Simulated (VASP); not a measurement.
Set up this calculation in VASP 6.6.1, as the native input.

```
Task                   : single point
Functional             : revPBE
Potentials or basis    : VASP PAW PBE potentials, release 64 (Ca_sv)
Cutoff                 : 520 eV
k mesh                 : 16 × 16 × 16
Occupations            : fermi-dirac, width 0.1 eV
Spin                   : no spin polarisation
Dipole correction      : no
Further INCAR settings : ALGO = Normal; EDIFF = 1e-06; NBANDS = 11
```

The structure of Ca lies in POSCAR:

```
Ca
1.0
    0.0000000000      2.9083180956      2.9083180956
    2.9083180956      0.0000000000      2.9083180956
    2.9083180956      2.9083180956      0.0000000000
Ca
1
Direct
    0.0000000000      0.0000000000      0.0000000000
```

This cell differs from its parent crystal: volume scaled by 1.12.

The input as run:

INCAR

```
ALGO = Normal
EDIFF = 1E-6
ENCUT = 520
GGA = RE
ISIF = 2
ISMEAR = -1
LASPH = T
LCHARG = F
LREAL = F
LWAVE = F
NBANDS = 11
NELM = 100
PREC = Accurate
SIGMA = 0.1
```

KPOINTS

```
k-points
0
Gamma
  16 16 16
```

Potentials or basis: VASP PAW PBE potentials, release 64 (Ca_sv).

Launch:

```sh
$ cat potpaw_PBE.64/Ca_sv/POTCAR > POTCAR
$ mpirun -np 1 vasp_std > vasp.out
```

Results of the run:

| Quantity | Value |
| --- | --- |
| Pressure | -1.5 GPa |
| Band gap on the k mesh | zero (band 5 reaches 1.75 eV, above the bottom of band 6 at 1.21 eV) |

Caveat: the PAW data sets were made with another functional, which shifts forces and pressure a little.

It took 23 s on 1 thread of Intel(R) Xeon(R) Platinum 8559C (Emerald Rapids), with other jobs on the host, peak memory 0.22 GiB.
